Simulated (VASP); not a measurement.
Set up this calculation in VASP 6.6.1, as the native input.

```yaml
Task: relaxation of cell and atoms
Functional: PBE
Potentials_or_basis: VASP PAW PBE potentials, release 64 (S)
Cutoff: 600 eV
k_mesh: 19 × 19 × 10
Occupations: fermi-dirac, width 0.08 eV
Spin: no spin polarisation
Target_pressure: 200 GPa
Dipole_correction: no
Further_INCAR_settings: ALGO = Normal; EDIFF = 1e-06; IBRION = 2; EDIFFG = -0.005; NSW = 32; ISIF = 3
```

The structure of S lies in POSCAR:

```
S
1.0
    2.3984110301      0.0000000000      0.0000000000
   -1.1992055151      2.0770848808      0.0000000000
    0.0000000000      0.0000000000      3.2871221881
S
2
Direct
    0.3333333333      0.6666666667      0.2500000000
    0.6666666667      0.3333333333      0.7500000000
```

The input as run:

INCAR

```
SYSTEM = S
PREC = Accurate ; ENCUT = 600
EDIFF = 1E-6 ; ISMEAR = -1
SIGMA = 0.08 ; LREAL = .False.
LASPH = .True. ; NELM = 80
ALGO = Normal ; ISIF = 3
LWAVE = .False. ; LCHARG = .False.
GGA = PE ; IBRION = 2
NSW = 32 ; EDIFFG = -0.005
PSTRESS = 2000.0
```

KPOINTS

```
regular mesh
0
Gamma
  19 19 10
  0 0 0
```

Potentials or basis: VASP PAW PBE potentials, release 64 (S).

Launch:

```sh
$ cat potpaw_PBE.64/S/POTCAR > POTCAR
$ mpirun -np 1 vasp_std > vasp.out
```

It gave:

```yaml
Relaxed_volume: 8.16 Å³/atom
Relaxed_cell: a = 2.396 Å, b = 2.396 Å, c = 3.282 Å, α = 90.00°, β = 90.00°, γ = 120.00°
Space_group_after_relaxing_to_0.05_Å: P6_3/mmc (No. 194)
Energy_change_on_relaxing_the_enthalpy_is_what_falls: +40.2 meV/atom
Ionic_steps: 3
Pressure_after_relaxing: 200.0 GPa
Band_gap_on_the_k_mesh: zero (band 6 reaches 25.04 eV, above the bottom of band 7 at 15.47 eV)
```

Caveat: the cell is relaxed towards a set pressure, so the enthalpy falls and the energy may rise.

It took 61 s on 1 thread of Intel(R) Xeon(R) Platinum 8375C CPU @ 2.90GHz (Ice Lake), on a shared host, peak memory 0.15 GiB.
